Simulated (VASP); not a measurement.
# CdSi2 (P4_2/mnm) in VASP: a series of runs

The runs below take CdSi2 through single point, relaxation of cell and atoms, with PBE.

Everything below comes from runs of VASP 6.6.1. Logs are shortened: lines on timing, memory, paths and dates and some standing lists are left out, and cuts for length are marked.

**1. The cell of the first run**

The structure is tetragonal, space group P4_2/mnm (No. 136). Conventional cell: a = 5.615 Å, b = 5.615 Å, c = 3.617 Å, α = 90.00°, β = 90.00°, γ = 90.00°. Cd (site symmetry mmm) has 6 Si at 2.38 to 2.43 Å within 3.1 Å. Within 3.1 Å of Si (site symmetry m2m) lie 3 Cd at 2.38 to 2.43 Å and 1 Si at 3.08 Å.

**2. Single point, PBE**

Input file INCAR:

```
SYSTEM = CdSi2
  PREC = Accurate
  ENCUT = 520
  EDIFF = 1E-6
  ISMEAR = 0
  SIGMA = 0.1
  LREAL = .False.
  LASPH = .True.
  NELM = 60
  ALGO = Fast
  ISIF = 2
  LWAVE = .False.
  LCHARG = .False.
  GGA = PE
  NBANDS = 29
```

Input file KPOINTS:

```
Automatic mesh
0
Gamma
  4 4 6
  0 0 0
```

Input file POSCAR:

```
CdSi2
1.0
    5.6152229245      0.0000000000      0.0000000000
    0.0000000000      5.6152229245      0.0000000000
    0.0000000000      0.0000000000      3.6167707082
Cd Si
2 4
Direct
    0.0000000000      0.0000000000      0.0000000000
    0.5000000000      0.5000000000      0.5000000000
    0.3060000000      0.3060000000      0.0000000000
    0.1940000000      0.8060000000      0.5000000000
    0.6940000000      0.6940000000      0.0000000000
    0.8060000000      0.1940000000      0.5000000000
```

Potentials or basis: VASP PAW PBE potentials, release 64 (Cd, Si).

Command:

```console
$ cat potpaw_PBE.64/Cd/POTCAR potpaw_PBE.64/Si/POTCAR > POTCAR
$ mpirun -np 1 vasp_std > vasp.out
```

OUTCAR:

```text
SYSTEM = CdSi2
   PREC = Accurate
   ENCUT = 520
   EDIFF = 1E-6
   ISMEAR = 0
   LREAL = .False.
   LASPH = .True.
   NELM = 60
   ISIF = 2
   GGA = PE

 ion  position               nearest neighbor table
   1  0.000  0.000  0.000-   4 2.38   6 2.38   4 2.38   6 2.38   5 2.43   3 2.43
   2  0.500  0.500  0.500-   3 2.38   5 2.38   3 2.38   5 2.38   4 2.43   6 2.43
   3  0.306  0.306  0.000-   2 2.38   2 2.38   1 2.43   5 3.08
   4  0.194  0.806  0.500-   1 2.38   1 2.38   2 2.43   6 3.08
   5  0.694  0.694  0.000-   2 2.38   2 2.38   1 2.43   3 3.08
   6  0.806  0.194  0.500-   1 2.38   1 2.38   2 2.43   4 3.08

  LATTYP: Found a simple tetragonal cell.
 ALAT       =     5.6152229245
 C/A-ratio  =     0.6441010013

  Lattice vectors:

 A1 = (   5.6152229245,   0.0000000000,   0.0000000000)
 A2 = (   0.0000000000,   5.6152229245,   0.0000000000)
 A3 = (   0.0000000000,   0.0000000000,   3.6167707082)

Analysis of symmetry for initial positions (statically):
=====================================================================
 Subroutine PRICEL returns:
 Original cell was already a primitive cell.

 Routine SETGRP: Setting up the symmetry group for a
 simple tetragonal supercell.

 Subroutine GETGRP returns: Found 16 space group operations
 (whereof  8 operations were pure point group operations)
 out of a pool of 16 trial point group operations.

The static configuration has the point symmetry D_2h.
 The point group associated with its full space group is D_4h.

Analysis of symmetry for dynamics (positions and initial velocities):
=====================================================================
 Subroutine PRICEL returns:
 Original cell was already a primitive cell.

 Routine SETGRP: Setting up the symmetry group for a
 simple tetragonal supercell.

 Subroutine GETGRP returns: Found 16 space group operations
 (whereof  8 operations were pure point group operations)
 out of a pool of 16 trial point group operations.

The dynamic configuration has the point symmetry D_2h.
 The point group associated with its full space group is D_4h.

 Subroutine INISYM returns: Found 16 space group operations
 (whereof  8 operations are pure point group operations),
 and found     1 'primitive' translations

----------------------------------------------------------------------------------------

                                     Primitive cell

  volume of cell :     114.0394

  direct lattice vectors                    reciprocal lattice vectors
     5.615222925  0.000000000  0.000000000     0.178087320  0.000000000  0.000000000
     0.000000000  5.615222925  0.000000000     0.000000000  0.178087320  0.000000000
     0.000000000  0.000000000  3.616770708     0.000000000  0.000000000  0.276489742

  length of vectors
     5.615222925  5.615222925  3.616770708     0.178087320  0.178087320  0.276489742

  position of ions in fractional coordinates (direct lattice)
     0.000000000  0.000000000  0.000000000
     0.500000000  0.500000000  0.500000000
     0.306000000  0.306000000  0.000000000
     0.194000000  0.806000000  0.500000000
     0.694000000  0.694000000  0.000000000
     0.806000000  0.194000000  0.500000000

  ion indices of the primitive-cell ions
   primitive index   ion index
                 1           1
                 2           2
                 3           3
                 4           4
                 5           5
                 6           6

----------------------------------------------------------------------------------------

 KPOINTS: Automatic mesh

Automatic generation of k-mesh.
 Grid dimensions read from file:
 generate k-points for:    4    4    6

 Generating k-lattice:

  Cartesian coordinates                     Fractional coordinates (reciprocal lattice)
     0.044521830  0.000000000  0.000000000     0.250000000  0.000000000  0.000000000
     0.000000000  0.044521830  0.000000000     0.000000000  0.250000000  0.000000000
     0.000000000  0.000000000  0.046081624     0.000000000  0.000000000  0.166666667

  Length of vectors
     0.044521830  0.044521830  0.046081624

  Shift w.r.t. Gamma in fractional coordinates (k-lattice)
     0.000000000  0.000000000  0.000000000

 Subroutine IBZKPT returns following result:
 ===========================================

 Found     24 irreducible k-points:

 Following reciprocal coordinates:
            Coordinates               Weight
  0.000000  0.000000  0.000000      1.000000
  0.250000  0.000000  0.000000      4.000000
  0.500000  0.000000  0.000000      2.000000
  0.250000  0.250000  0.000000      4.000000
  0.500000  0.250000  0.000000      4.000000
  0.500000  0.500000  0.000000      1.000000
[... 16 lines left out ...]
  0.500000  0.250000  0.500000      4.000000
  0.500000  0.500000  0.500000      1.000000
   k-points           NKPTS =     24   k-points in BZ     NKDIM =     24   number of bands    NBANDS=     29
   number of dos      NEDOS =    301   number of ions     NIONS =      6
   total plane-waves  NPLWV =  49392
   dimension x,y,z NGX =    42 NGY =   42 NGZ =   28
   dimension x,y,z NGXF=    84 NGYF=   84 NGZF=   56
   ions per type =               2   4
   NGX,Y,Z   is equivalent  to a cutoff of  12.43, 12.43, 12.87 a.u.
   NGXF,Y,Z  is equivalent  to a cutoff of  24.87, 24.87, 25.74 a.u.
 SYSTEM =  CdSi2
   PREC   = accura    normal or accurate (medium, high low for compatibility)
   ISTART =      0    job   : 0-new  1-cont  2-samecut
   ICHARG =      2    charge: 1-file 2-atom 10-const
   ISPIN  =      1    spin polarized calculation?
   LNONCOLLINEAR =      F non collinear calculations
   LSORBIT =      F    spin-orbit coupling
   LASPH  =      T    aspherical Exc in radial PAW
   ENCUT  =  520.0 eV  38.22 Ry    6.18 a.u.  10.44 10.44  6.72*2*pi/ulx,y,z
   NELM   =     60;   NELMIN=  2; NELMDL= -5     # of ELM steps
   EDIFF  = 0.1E-05   stopping-criterion for ELM
   LREAL  =      F    real-space projection
   EDIFFG = 0.1E-04   stopping-criterion for IOM
   NSW    =      0    number of steps for IOM
   IBRION =     -1    ionic relax: 0-MD 1-quasi-New 2-CG
   NFREE  =      0    steps in history (QN), initial steepest desc. (CG)
   ISIF   =      2    stress and relaxation
   ISYM   =      2    0-nonsym 1-usesym 2-fastsym
   POTIM  = 0.5000    time-step for ionic-motion
   TEBEG  =    0.0;   TEEND  =   0.0 temperature during run
   PSTRESS=    0.0 pullay stress
   NELECT =      40.0000    total number of electrons
   NUPDOWN=      -1.0000    fix difference up-down
   EMIN   =  10.00;   EMAX   =-10.00  energy-range for DOS
   EFERMI =   0.00;   METHOD = LEGACY
   ISMEAR =     0;   SIGMA  =   0.10  broadening in eV -4-tet -1-fermi 0-gaus
   EFERMI_NEDOS =   21; number of points for ismear=-14 and -15
   IALGO  =     68    algorithm
   IMIX   =      4    mixing-type and parameters
     AMIX     =   0.40;   BMIX     =  1.00
     AMIX_MAG =   1.60;   BMIX_MAG =  1.00
  volume/ion in A,a.u.               =      19.01       128.26
  Fermi-wavevector in a.u.,A,eV,Ry     =   1.154542  2.181769 18.136128  1.332968
  Thomas-Fermi vector in A             =   2.291178
   LORBIT       =      0    0 simple, 1 ext, 2 COOP (PROOUT), +10 PAW based schemes
   GGA     = PE    functional components
   LHFCALC =     F    Hartree Fock is set to
   AEXX    =    0.0000 exact exchange contribution
   IVDW    =     0    specifies the selected vdW correction
   LEPSILON=     F    determine dielectric tensor
   LRPA    =     F    only Hartree local field effects (RPA)
 non-spin polarized calculation
 RMM-DIIS sequential band-by-band and
 Gauss-broadening in eV      SIGMA  =   0.10
  energy-cutoff  :      520.00
  volume of cell :      114.04
 maximum number of plane-waves:      3092
 NGX is ok and might be reduce to    42
   NGX = 21   NGY = 21   NGZ = 13

 number of electron      39.9999996 magnetization

 Free energy of the ion-electron system (eV)
  ---------------------------------------------------
  ext. energy  EPLUGINS =         0.00000000
  ---------------------------------------------------
  free energy    TOTEN  =       -14.18582134 eV

  energy without entropy =      -14.17297582  energy(sigma->0) =      -14.17939858

 E-fermi :   5.7562     XC(G=0): -10.4161

 val. band max:        5.7447332081   @ k =   0.5000   0.5000   0.0000
 cond. band min:       5.7569581571   @ k =   0.2500   0.2500   0.1667
 fundamental gap:      0.0122249490
 Fermi energy:         5.7562244526

 k-point     1 :       0.0000    0.0000    0.0000
  band No.  band energies     occupation
      1      -6.3665      2.00000
      2      -5.7640      2.00000
      3      -5.0303      2.00000
      4      -4.8775      2.00000
      5      -4.8775      2.00000
      6      -4.7496      2.00000
[... 21 lines left out ...]
     28      11.2974      0.00000
     29      11.5548      0.00000

 k-point     2 :       0.2500    0.0000    0.0000
  band No.  band energies     occupation
      1      -6.1631      2.00000
      2      -5.7451      2.00000
      3      -5.0623      2.00000
      4      -4.8762      2.00000
      5      -4.8760      2.00000
      6      -4.7707      2.00000
[... 21 lines left out ...]
     28      10.8581      0.00000
     29      11.7977      0.00000

 k-point     3 :       0.5000    0.0000    0.0000
  band No.  band energies     occupation
      1      -5.8014      2.00000
      2      -5.8014      2.00000
      3      -4.9563      2.00000
      4      -4.9563      2.00000
      5      -4.8747      2.00000
      6      -4.8747      2.00000
[... 21 lines left out ...]
     28      10.6248      0.00000
     29      12.0062      0.00000

 k-point     4 :       0.2500    0.2500    0.0000
  band No.  band energies     occupation
      1      -6.0447      2.00000
      2      -5.7432      2.00000
      3      -5.0447      2.00000
      4      -4.8801      2.00000
      5      -4.8747      2.00000
      6      -4.7693      2.00000
[... 21 lines left out ...]
     28      10.4513      0.00000
     29      12.0107      0.00000

 k-point     5 :       0.5000    0.2500    0.0000
  band No.  band energies     occupation
      1      -5.8428      2.00000
      2      -5.8428      2.00000
      3      -4.8788      2.00000
      4      -4.8788      2.00000
      5      -4.8498      2.00000
      6      -4.8498      2.00000
[... 21 lines left out ...]
     28      10.3441      0.00000
     29      11.9628      0.00000
[... 510 lines left out ...]
     28      11.4637      0.00000
     29      12.4283      0.00000

 k-point    22 :       0.2500    0.2500    0.5000
  band No.  band energies     occupation
      1      -5.6329      2.00000
      2      -5.5145      2.00000
      3      -5.0393      2.00000
      4      -4.8279      2.00000
      5      -4.6089      2.00000
      6      -4.5769      2.00000
[... 21 lines left out ...]
     28      11.9169      0.00000
     29      12.5143      0.00000

 k-point    23 :       0.5000    0.2500    0.5000
  band No.  band energies     occupation
      1      -5.5894      2.00000
      2      -5.5894      2.00000
      3      -4.9366      2.00000
      4      -4.9366      2.00000
      5      -4.5946      2.00000
      6      -4.5946      2.00000
[... 21 lines left out ...]
     28      10.9170      0.00000
     29      11.6029      0.00000

 k-point    24 :       0.5000    0.5000    0.5000
  band No.  band energies     occupation
      1      -5.5339      2.00000
      2      -5.5339      2.00000
      3      -5.0451      2.00000
      4      -5.0451      2.00000
      5      -4.5838      2.00000
      6      -4.5838      2.00000
[... 21 lines left out ...]
     28      10.5428      0.00000
     29      11.5818      0.00000

------------------------ aborting loop because EDIFF is reached ----------------------------------------

  FORCE on cell =-STRESS in cart. coord.  units (eV):
  Direction    XX          YY          ZZ          XY          YZ          ZX
  --------------------------------------------------------------------------------------
  -------------------------------------------------------------------------------------
  Total       12.9872063     12.9872063     27.6208001      0.0000000      0.0000000      0.0000000
  in kB      182.4615418    182.4615418    388.0537242      0.0000000      0.0000000      0.0000000
  external PRESSURE =     250.9922692 kB  Pullay stress =       0.0000000 kB

 VOLUME and BASIS-vectors are now :
 -----------------------------------------------------------------------------
  energy-cutoff  :      520.00
  volume of cell :      114.04
      direct lattice vectors                 reciprocal lattice vectors
     5.615222925  0.000000000  0.000000000     0.178087320  0.000000000  0.000000000
     0.000000000  5.615222925  0.000000000     0.000000000  0.178087320  0.000000000
     0.000000000  0.000000000  3.616770708     0.000000000  0.000000000  0.276489742

 POSITION                                       TOTAL-FORCE (eV/Angst)
 -----------------------------------------------------------------------------------
      0.00000      0.00000      0.00000         0.000000     -0.000000      0.000000
      2.80761      2.80761      1.80839         0.000000     -0.000000      0.000000
      1.71826      1.71826      0.00000        -0.967045     -0.967045      0.000000
      1.08935      4.52587      1.80839         0.967045     -0.967045      0.000000
      3.89696      3.89696      0.00000         0.967045      0.967045      0.000000
      4.52587      1.08935      1.80839        -0.967045      0.967045      0.000000
 -----------------------------------------------------------------------------------
    total drift:                                0.000000     -0.000000     -0.000000

  FREE ENERGIE OF THE ION-ELECTRON SYSTEM (eV)
  ---------------------------------------------------
  free  energy   TOTEN  =       -14.1858213368 eV

  energy  without entropy=      -14.1729758244  energy(sigma->0) =      -14.17939858
```

Run time: 49 s. Hardware: 1 thread of Oxide Virtual Turin-like, shared host; peak memory 0.2 GiB.

What came out:

```yaml
Free_energy: -14.1858 eV
Pressure: 25.1 GPa
Largest_force: 1.368 eV/Å
Band_gap_on_the_k_mesh: zero (bands 20 and 21 overlap by 2.04 eV)
```

Forces on the atoms (eV/Å):
```
Cd   0.000  0.000  0.000
Cd   0.000  0.000  0.000
Si  -0.967 -0.967  0.000
Si   0.967 -0.967  0.000
Si   0.967  0.967  0.000
Si  -0.967  0.967  0.000
```

Stress tensor (GPa, compression positive):
```
18.25  0.00  0.00
 0.00 18.25  0.00
 0.00  0.00 38.81
```

Caveat: the stress differs along the axes, from 18 to 39 GPa; forces of over 1 eV/Å act on the atoms, so gaps and moduli don't describe the material at rest.

**3. Single point, PBE**

This run uses another cell than the first one, of 24.28 Å³/atom.

Input file INCAR:

```
PREC = Accurate
ENCUT = 520
EDIFF = 1E-7
ISMEAR = 0
SIGMA = 0.1
LREAL = False
LASPH = True
NELM = 100
ALGO = Normal
ISIF = 2
LWAVE = False
LCHARG = False
GGA = PE
NBANDS = 29
```

Input file KPOINTS:

```
Automatic mesh
0
Gamma
  4 4 6
```

Input file POSCAR:

```
CdSi2
1.0
    5.2568669068      0.0000000000      0.0000000000
    0.0000000000      5.2568669068      0.0000000000
    0.0000000000      0.0000000000      5.2706224613
Cd Si
2 4
Direct
    0.0000000000      0.0000000000      0.0000000000
    0.5000000000      0.5000000000      0.5000000000
    0.3487873578      0.3487873578      0.0000000000
    0.1512126422      0.8487873578      0.5000000000
    0.6512126422      0.6512126422      0.0000000000
    0.8487873578      0.1512126422      0.5000000000
```

Potentials or basis: VASP PAW PBE potentials, release 64 (Cd, Si).

Command:

```console
$ cat potpaw_PBE.64/Cd/POTCAR potpaw_PBE.64/Si/POTCAR > POTCAR
$ mpirun -np 1 vasp_std > vasp.out
```

Run time: 63 s. Hardware: 1 thread of Oxide Virtual Turin-like, shared host; peak memory 0.24 GiB.

Results (log left out):

* Free energy: -17.7341 eV
* Pressure: 0.2 GPa
* Largest force: 0.020 eV/Å
* Band gap on the k mesh: zero (bands 20 and 21 overlap by 1.52 eV)

Forces on the atoms (eV/Å):
```
Cd   0.000  0.000  0.000
Cd   0.000  0.000  0.000
Si   0.014  0.014  0.000
Si  -0.014  0.014  0.000
Si  -0.014 -0.014  0.000
Si   0.014 -0.014  0.000
```

Stress tensor (GPa, compression positive):
```
0.17 0.00 0.00
0.00 0.17 0.00
0.00 0.00 0.36
```

Levels at points of the mesh, in eV from the Fermi level:
```csv
k point,band 18,band 19,band 20,band 21,band 22,band 23
"(0.00, 0.00, 0.00)",-0.89,-0.86,-0.30,-0.30,1.95,1.95
"(0.50, 0.00, 0.00)",-2.59,-1.08,-1.08,0.40,0.40,1.82
"(0.50, 0.50, 0.00)",-2.35,-1.53,-1.53,1.01,1.01,2.86
"(0.00, 0.00, 0.50)",-1.13,0.17,0.17,0.63,0.63,1.28
"(0.50, 0.00, 0.50)",-2.23,-0.70,-0.70,-0.55,-0.55,2.39
"(0.50, 0.50, 0.50)",-3.07,0.97,0.97,2.39,2.39,3.37
```

**4. Single point, PBE**

This run uses another cell than the first one, of 24.44 Å³/atom.

Input file INCAR:

```
PREC = Accurate
ENCUT = 520
EDIFF = 1E-6
ISMEAR = 0
SIGMA = 0.1
LREAL = F
LASPH = T
NELM = 60
ALGO = Fast
ISIF = 2
LWAVE = F
LCHARG = F
GGA = PE
NBANDS = 29
```

Input file KPOINTS:

```
regular mesh
0
Gamma
  8 8 8
```

Input file POSCAR:

```
CdSi2
1.0
    5.2324994831      0.0000000000      0.0000000000
    0.0000000000      5.2324994831      0.0000000000
    0.0000000000      0.0000000000      5.3549080086
Cd Si
2 4
Direct
    0.0000000000      0.0000000000      0.0000000000
    0.5000000000      0.5000000000      0.5000000000
    0.3495441917      0.3495441917      0.0000000000
    0.1504558083      0.8495441917      0.5000000000
    0.6504558083      0.6504558083      0.0000000000
    0.8495441917      0.1504558083      0.5000000000
```

Command:

```console
$ cat potpaw_PBE.64/Cd/POTCAR potpaw_PBE.64/Si/POTCAR > POTCAR
$ mpirun -np 1 vasp_std > vasp.out
```

Run time: 4.2 min. Hardware: 1 thread of Oxide Virtual Turin-like, shared host; peak memory 0.38 GiB.

It converged, with:

```yaml
Free_energy: -17.6902 eV
Pressure: 0.2 GPa
Largest_force: 0.015 eV/Å
Band_gap_on_the_k_mesh: zero (bands 20 and 21 overlap by 1.47 eV)
```

Forces in eV/Å, atoms in the order of the input:
```
Cd   0.000  0.000  0.000
Cd   0.000  0.000  0.000
Si   0.011  0.011  0.000
Si  -0.011  0.011  0.000
Si  -0.011 -0.011  0.000
Si   0.011 -0.011  0.000
```

Levels at points of the mesh, in eV from the Fermi level:
| k point | band 18 | band 19 | band 20 | band 21 | band 22 | band 23 |
| --- | --- | --- | --- | --- | --- | --- |
| (0.00, 0.00, 0.00) | -0.94 | -0.88 | -0.36 | -0.36 | 1.87 | 1.87 |
| (0.50, 0.00, 0.00) | -2.67 | -1.16 | -1.16 | 0.29 | 0.29 | 1.72 |
| (0.50, 0.50, 0.00) | -2.41 | -1.70 | -1.70 | 0.90 | 0.90 | 2.82 |
| (0.00, 0.00, 0.50) | -1.17 | 0.11 | 0.11 | 0.51 | 0.51 | 1.28 |
| (0.50, 0.00, 0.50) | -2.25 | -0.71 | -0.71 | -0.62 | -0.62 | 2.32 |
| (0.50, 0.50, 0.50) | -3.14 | 0.86 | 0.86 | 2.33 | 2.33 | 3.37 |

(Continued in part 2 of 2.)

The gap in the log of VASP goes by the Fermi energy; the results here count the filled bands.